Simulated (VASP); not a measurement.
# AlN (wurtzite type) (P6_3/mmc) in VASP: a series of runs

AlN (wurtzite type) is run at these levels: PBE; tasks: single point.

All numbers are computed with VASP 6.6.1; they aren't measurements. Logs are shortened: lines on timing, memory, paths and dates and some standing lists are left out, and cuts for length are marked.

## (1) The cell of the first run

Symmetry: P6_3/mmc, No. 194, hexagonal system. The conventional cell has a = 3.062 Å, b = 3.062 Å, c = 3.776 Å, α = 90.00°, β = 90.00°, γ = 120.00°. Al (site symmetry -6m2) has 5 N at 1.77 to 1.89 Å within 2.3 Å. N (site symmetry -6m2) has 5 Al at 1.77 to 1.89 Å within 2.3 Å.

## (2) Single point, PBE

INCAR reads:

```
PREC     = Accurate       # precision mode
ENCUT    = 520            # plane-wave cutoff, eV
EDIFF    = 1E-7           # SCF threshold, eV
ISMEAR   = -1             # smearing method
SIGMA    = 0.05           # smearing width, eV
LREAL    = False          # projectors in reciprocal space
LASPH    = True           # aspherical terms in the spheres
NELM     = 60             # most SCF steps
ALGO     = Normal         # electronic algorithm
ISIF     = 2              # what is computed and relaxed
LWAVE    = False          # write WAVECAR
LCHARG   = False          # write CHGCAR
GGA      = PE             # functional
NBANDS   = 16             # bands
```

KPOINTS reads:

```
Automatic mesh
0
Gamma
  13 13 7
```

POSCAR reads:

```
AlN
1.0
    3.0617187487      0.0000000000      0.0000000000
   -1.5308593744      2.6515262156      0.0000000000
    0.0000000000      0.0000000000      3.7763832051
Al N
2 2
Direct
    0.3333333333      0.6666666667     -0.0620011609
    0.6666666667      0.3333333333      0.4379988391
    0.3333333333      0.6666666667      0.4380011609
    0.6666666667      0.3333333333      0.9380011609
```

Potentials or basis: VASP PAW PBE potentials, release 64 (Al, N).

The run is started by

```sh
$ cat potpaw_PBE.64/Al/POTCAR potpaw_PBE.64/N/POTCAR > POTCAR
$ mpirun -np 1 vasp_std > vasp.out
```

OUTCAR:

```text
PREC = Accurate
   ENCUT = 520
   EDIFF = 1E-7
   ISMEAR = -1
   LREAL = False
   LASPH = True
   NELM = 60
   ISIF = 2
   GGA = PE

 ion  position               nearest neighbor table
   1  0.333  0.667  0.938-   4 1.77   4 1.77   4 1.77   3 1.89   3 1.89   2 2.59   2 2.59   2 2.59
                             2 2.59   2 2.59   2 2.59
   2  0.667  0.333  0.438-   3 1.77   3 1.77   3 1.77   4 1.89   4 1.89   1 2.59   1 2.59   1 2.59
                             1 2.59   1 2.59   1 2.59
   3  0.333  0.667  0.438-   2 1.77   2 1.77   2 1.77   1 1.89   1 1.89
   4  0.667  0.333  0.938-   1 1.77   1 1.77   1 1.77   2 1.89   2 1.89

  LATTYP: Found a hexagonal cell.
 ALAT       =     3.0617187487
 C/A-ratio  =     1.2334193684

  Lattice vectors:

 A1 = (   3.0617187487,   0.0000000000,   0.0000000000)
 A2 = (  -1.5308593744,   2.6515262156,   0.0000000000)
 A3 = (   0.0000000000,   0.0000000000,   3.7763832051)

Analysis of symmetry for initial positions (statically):
=====================================================================
 Subroutine PRICEL returns:
 Original cell was already a primitive cell.

 Routine SETGRP: Setting up the symmetry group for a
 hexagonal supercell.

 Subroutine GETGRP returns: Found 24 space group operations
 (whereof  6 operations were pure point group operations)
 out of a pool of 24 trial point group operations.

The static configuration has the point symmetry C_3v.
 The point group associated with its full space group is D_6h.

Analysis of symmetry for dynamics (positions and initial velocities):
=====================================================================
 Subroutine PRICEL returns:
 Original cell was already a primitive cell.

 Routine SETGRP: Setting up the symmetry group for a
 hexagonal supercell.

 Subroutine GETGRP returns: Found 24 space group operations
 (whereof  6 operations were pure point group operations)
 out of a pool of 24 trial point group operations.

The dynamic configuration has the point symmetry C_3v.
 The point group associated with its full space group is D_6h.

 Subroutine INISYM returns: Found 24 space group operations
 (whereof  6 operations are pure point group operations),
 and found     1 'primitive' translations

----------------------------------------------------------------------------------------

                                     Primitive cell

  volume of cell :      30.6575

  direct lattice vectors                    reciprocal lattice vectors
     3.061718749  0.000000000  0.000000000     0.326613932  0.188570642  0.000000000
    -1.530859374  2.651526216  0.000000000     0.000000000  0.377141283  0.000000000
     0.000000000  0.000000000  3.776383205     0.000000000  0.000000000  0.264803635

  length of vectors
     3.061718749  3.061718749  3.776383205     0.377141283  0.377141283  0.264803635

  position of ions in fractional coordinates (direct lattice)
     0.333333333  0.666666667  0.937998839
     0.666666667  0.333333333  0.437998839
     0.333333333  0.666666667  0.438001161
     0.666666667  0.333333333  0.938001161

  ion indices of the primitive-cell ions
   primitive index   ion index
                 1           1
                 2           2
                 3           3
                 4           4

----------------------------------------------------------------------------------------

 KPOINTS: Automatic mesh

Automatic generation of k-mesh.
 Grid dimensions read from file:
 generate k-points for:   13   13    7

 Generating k-lattice:

  Cartesian coordinates                     Fractional coordinates (reciprocal lattice)
     0.025124149  0.014505434  0.000000000     0.076923077  0.000000000  0.000000000
     0.000000000  0.029010868  0.000000000     0.000000000  0.076923077  0.000000000
     0.000000000  0.000000000  0.037829091     0.000000000  0.000000000  0.142857143

  Length of vectors
     0.029010868  0.029010868  0.037829091

  Shift w.r.t. Gamma in fractional coordinates (k-lattice)
     0.000000000  0.000000000  0.000000000

 Subroutine IBZKPT returns following result:
 ===========================================

 Found     84 irreducible k-points:

 Following reciprocal coordinates:
            Coordinates               Weight
  0.000000  0.000000  0.000000      1.000000
  0.076923  0.000000  0.000000      6.000000
  0.153846  0.000000  0.000000      6.000000
  0.230769  0.000000  0.000000      6.000000
  0.307692  0.000000  0.000000      6.000000
  0.384615  0.000000  0.000000      6.000000
[... 16 lines left out ...]
  0.076923  0.000000  0.142857     12.000000
  0.153846  0.000000  0.142857     12.000000
 [... further k-points ...]
   k-points           NKPTS =     84   k-points in BZ     NKDIM =     84   number of bands    NBANDS=     16
   number of dos      NEDOS =    301   number of ions     NIONS =      4
   total plane-waves  NPLWV =  16128
   dimension x,y,z NGX =    24 NGY =   24 NGZ =   28
   dimension x,y,z NGXF=    48 NGYF=   48 NGZF=   56
   ions per type =               2   2
   NGX,Y,Z   is equivalent  to a cutoff of  13.03, 13.03, 12.33 a.u.
   NGXF,Y,Z  is equivalent  to a cutoff of  26.06, 26.06, 24.65 a.u.
 SYSTEM =  unknown system
   PREC   = accura    normal or accurate (medium, high low for compatibility)
   ISTART =      0    job   : 0-new  1-cont  2-samecut
   ICHARG =      2    charge: 1-file 2-atom 10-const
   ISPIN  =      1    spin polarized calculation?
   LNONCOLLINEAR =      F non collinear calculations
   LSORBIT =      F    spin-orbit coupling
   LASPH  =      T    aspherical Exc in radial PAW
   ENCUT  =  520.0 eV  38.22 Ry    6.18 a.u.   5.69  5.69  7.02*2*pi/ulx,y,z
   NELM   =     60;   NELMIN=  2; NELMDL= -5     # of ELM steps
   EDIFF  = 0.1E-06   stopping-criterion for ELM
   LREAL  =      F    real-space projection
   EDIFFG = 0.1E-05   stopping-criterion for IOM
   NSW    =      0    number of steps for IOM
   IBRION =     -1    ionic relax: 0-MD 1-quasi-New 2-CG
   NFREE  =      0    steps in history (QN), initial steepest desc. (CG)
   ISIF   =      2    stress and relaxation
   ISYM   =      2    0-nonsym 1-usesym 2-fastsym
   POTIM  = 0.5000    time-step for ionic-motion
   TEBEG  =    0.0;   TEEND  =   0.0 temperature during run
   PSTRESS=    0.0 pullay stress
   NELECT =      16.0000    total number of electrons
   NUPDOWN=      -1.0000    fix difference up-down
   EMIN   =  10.00;   EMAX   =-10.00  energy-range for DOS
   EFERMI =   0.00;   METHOD = LEGACY
   ISMEAR =    -1;   SIGMA  =   0.05  broadening in eV -4-tet -1-fermi 0-gaus
   EFERMI_NEDOS =   21; number of points for ismear=-14 and -15
   IALGO  =     38    algorithm
   IMIX   =      4    mixing-type and parameters
     AMIX     =   0.40;   BMIX     =  1.00
     AMIX_MAG =   1.60;   BMIX_MAG =  1.00
  volume/ion in A,a.u.               =       7.66        51.72
  Fermi-wavevector in a.u.,A,eV,Ry     =   1.318062  2.490775 23.637219  1.737287
  Thomas-Fermi vector in A             =   2.448058
   LORBIT       =      0    0 simple, 1 ext, 2 COOP (PROOUT), +10 PAW based schemes
   GGA     = PE    functional components
   LHFCALC =     F    Hartree Fock is set to
   AEXX    =    0.0000 exact exchange contribution
   IVDW    =     0    specifies the selected vdW correction
   LEPSILON=     F    determine dielectric tensor
   LRPA    =     F    only Hartree local field effects (RPA)
 non-spin polarized calculation
  energy-cutoff  :      520.00
  volume of cell :       30.66
 maximum number of plane-waves:       842
 NGX is ok and might be reduce to    24

 number of electron      15.9999999 magnetization

 Free energy of the ion-electron system (eV)
  ---------------------------------------------------
  ext. energy  EPLUGINS =         0.00000000
  ---------------------------------------------------
  free energy    TOTEN  =       -27.27081777 eV

  energy without entropy =      -27.27081777  energy(sigma->0) =      -27.27081777

 E-fermi :  12.0887     XC(G=0): -12.3641

 val. band max:       11.1427032353   @ k =   0.0000   0.0000   0.0000
 cond. band min:      15.7726735472   @ k =   0.4615   0.0000   0.0000
 fundamental gap:      4.6299703119
 Fermi energy:        12.0887149957

 k-point     1 :       0.0000    0.0000    0.0000
  band No.  band energies     occupation
      1      -7.8246      2.00000
      2      -2.6400      2.00000
      3       2.7095      2.00000
      4       7.0278      2.00000
      5       7.0278      2.00000
      6       9.0662      2.00000
[... 8 lines left out ...]
     15      24.8233      0.00000
     16      24.8233      0.00000

 k-point     2 :       0.0769    0.0000    0.0000
  band No.  band energies     occupation
      1      -7.7376      2.00000
      2      -2.6424      2.00000
      3       2.7944      2.00000
      4       6.7613      2.00000
      5       6.8997      2.00000
      6       8.8391      2.00000
[... 8 lines left out ...]
     15      24.5936      0.00000
     16      25.0688      0.00000

 k-point     3 :       0.1538    0.0000    0.0000
  band No.  band energies     occupation
      1      -7.4811      2.00000
      2      -2.6658      2.00000
      3       3.0464      2.00000
      4       6.0712      2.00000
      5       6.5974      2.00000
      6       8.3154      2.00000
[... 8 lines left out ...]
     15      24.0661      0.00000
     16      25.2720      0.00000

 k-point     4 :       0.2308    0.0000    0.0000
  band No.  band energies     occupation
      1      -7.0692      2.00000
      2      -2.7558      2.00000
      3       3.4557      2.00000
      4       5.2125      2.00000
      5       6.2502      2.00000
      6       7.7253      2.00000
[... 8 lines left out ...]
     15      23.5732      0.00000
     16      25.9104      0.00000
[... 324 lines left out ...]
 k-point    22 :       0.0000    0.0000    0.1429
  band No.  band energies     occupation
      1      -7.6599      2.00000
      2      -3.1402      2.00000
      3       3.2866      2.00000
      4       7.1173      2.00000
      5       7.1173      2.00000
      6       8.9561      2.00000
[... 8 lines left out ...]
     15      24.8451      0.00000
     16      24.8697      0.00000

 k-point    23 :       0.0769    0.0000    0.1429
  band No.  band energies     occupation
      1      -7.5739      2.00000
      2      -3.1217      2.00000
      3       3.3215      2.00000
      4       6.8877      2.00000
      5       6.9949      2.00000
      6       8.6602      2.00000
[... 8 lines left out ...]
     15      24.6109      0.00000
     16      24.8157      0.00000

 k-point    24 :       0.1538    0.0000    0.1429
  band No.  band energies     occupation
      1      -7.3203      2.00000
      2      -3.0828      2.00000
      3       3.4040      2.00000
      4       6.3092      2.00000
      5       6.7045      2.00000
      6       8.0198      2.00000
[... 8 lines left out ...]
     15      24.2642      0.00000
     16      25.2194      0.00000

 [... further k-points ...]
[... 5 lines left out ...]
  --------------------------------------------------------------------------------------
  -------------------------------------------------------------------------------------
  Total       17.0351553     17.0351553     17.0393536     -0.0000000     -0.0000000      0.0000000
  in kB      890.2652119    890.2652119    890.4846165     -0.0000000     -0.0000000      0.0000000
  external PRESSURE =     890.3383467 kB  Pullay stress =       0.0000000 kB

 VOLUME and BASIS-vectors are now :
 -----------------------------------------------------------------------------
  energy-cutoff  :      520.00
  volume of cell :       30.66
      direct lattice vectors                 reciprocal lattice vectors
     3.061718749  0.000000000  0.000000000     0.326613932  0.188570642  0.000000000
    -1.530859374  2.651526216  0.000000000     0.000000000  0.377141283  0.000000000
     0.000000000  0.000000000  3.776383205     0.000000000  0.000000000  0.264803635

 POSITION                                       TOTAL-FORCE (eV/Angst)
 -----------------------------------------------------------------------------------
     -0.00000      1.76768      3.54224        -0.000000      0.000000      0.000000
      1.53086      0.88384      1.65405         0.000000     -0.000000      0.000000
     -0.00000      1.76768      1.65406         0.000000     -0.000000     -0.000000
      1.53086      0.88384      3.54225        -0.000000     -0.000000     -0.000000
 -----------------------------------------------------------------------------------
    total drift:                               -0.000000      0.000000     -0.012172

  FREE ENERGIE OF THE ION-ELECTRON SYSTEM (eV)
  ---------------------------------------------------
  free  energy   TOTEN  =       -27.2708177684 eV

  energy  without entropy=      -27.2708177684  energy(sigma->0) =      -27.27081777
```

Run time: 25 s. Hardware: 1 thread of Intel Xeon 6975P-C, shared host; peak memory 0.16 GiB.

What came out:

- Free energy: -27.2708 eV
- Pressure: 89.0 GPa
- Band gap on the k mesh: 4.63 eV, indirect (least direct gap 5.14 eV)

Levels at points of the mesh, in eV from the valence-band top:
```
           k point  band 4  band 5  band 6  band 7  band 8  band 9  band 10  band 11  band 12  band 13
(0.00, 0.00, 0.00)   -4.11   -4.11   -2.08   -2.08    0.00    5.14     6.67     9.72     9.72    12.75
```

## (3) Single point, PBE

INCAR reads:

```
SYSTEM = AlN
PREC     = Accurate       ! precision mode
ENCUT    = 520            ! plane-wave cutoff, eV
EDIFF    = 1E-6           ! SCF threshold, eV
ISMEAR   = -1             ! smearing method
SIGMA    = 0.05           ! smearing width, eV
LREAL    = .False.        ! projectors in reciprocal space
LASPH    = .True.         ! aspherical terms in the spheres
NELM     = 80             ! most SCF steps
ALGO     = Normal         ! electronic algorithm
ISIF     = 2              ! what is computed and relaxed
LWAVE    = .False.        ! write WAVECAR
LCHARG   = .False.        ! write CHGCAR
GGA      = PE             ! functional
NBANDS   = 16             ! bands
```

KPOINTS reads:

```
regular mesh
0
Gamma
  13 13 7
  0 0 0
```

POSCAR is that of step 2.

Potentials or basis: VASP PAW PBE potentials, release 64 (Al, N).

The run is started by

```sh
$ cat potpaw_PBE.64/Al/POTCAR potpaw_PBE.64/N/POTCAR > POTCAR
$ mpirun -np 1 vasp_std > vasp.out
```

It took 22 s on 1 thread of Intel Xeon 6975P-C, shared host; peak memory 0.16 GiB.

The run converged. Its results:

```yaml
Free_energy: -27.2708 eV
Pressure: 89.0 GPa
Band_gap_on_the_k_mesh: 4.63 eV, indirect (least direct gap 5.14 eV)
```

Levels at points of the mesh, in eV from the valence-band top:
```tsv
k point	band 6	band 7	band 8	band 9	band 10	band 11
(0.00, 0.00, 0.00)	-2.08	-2.08	0.00	5.14	6.67	9.72
```
